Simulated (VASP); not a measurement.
## Sb: single point with HSE06

The system is Sb.

```xyz
2
Lattice="3.3688 0.0000 0.0000 -1.6844 2.9174 0.0000 0.0000 0.0000 5.5784" Properties=species:S:1:pos:R:3 pbc="T T T"
Sb    0.0000    1.9449    1.3946
Sb    1.6844    0.9725    4.1838
```

This isn't the form of Sb at room conditions, which is rhombohedral.

```json
{
  "Program": "VASP 6.6.1",
  "Task": "single point",
  "Functional": "HSE06",
  "Potentials or basis": "VASP PAW PBE potentials, release 64 (Sb)",
  "Cutoff": "520 eV",
  "k mesh": "6 × 6 × 3",
  "Occupations": "fermi-dirac, width 0.1 eV",
  "Spin": "no spin polarisation"
}
```

- Pressure: -3.5 GPa
- Band gap on the k mesh: zero (bands 5 and 6 overlap by 7.27 eV)

Stress tensor (GPa, compression positive):
```
-4.08  0.00  0.00
 0.00 -4.08  0.00
 0.00  0.00 -2.41
```

Levels at points of the mesh, in eV from the Fermi level:
| k point | band 3 | band 4 | band 5 | band 6 | band 7 | band 8 |
| --- | --- | --- | --- | --- | --- | --- |
| (0.00, 0.00, 0.00) | -6.56 | 4.13 | 4.13 | 5.70 | 5.79 | 5.79 |
| (0.50, 0.00, 0.00) | -4.93 | -3.61 | -2.54 | -0.10 | 0.57 | 4.00 |

Wall time 25 min on 1 thread of Intel(R) Xeon(R) Platinum 8259CL CPU @ 2.50GHz (Skylake/Cascade Lake), with other jobs on the host, peak memory 0.28 GiB.

Caveat: the k points lie up to 0.38 Å⁻¹ apart, too coarse for converged energies and pressures of a metal; the PAW data sets were made with another functional, which shifts forces and pressure a little; spin-orbit coupling is left out, which moves the levels of the heavy elements.
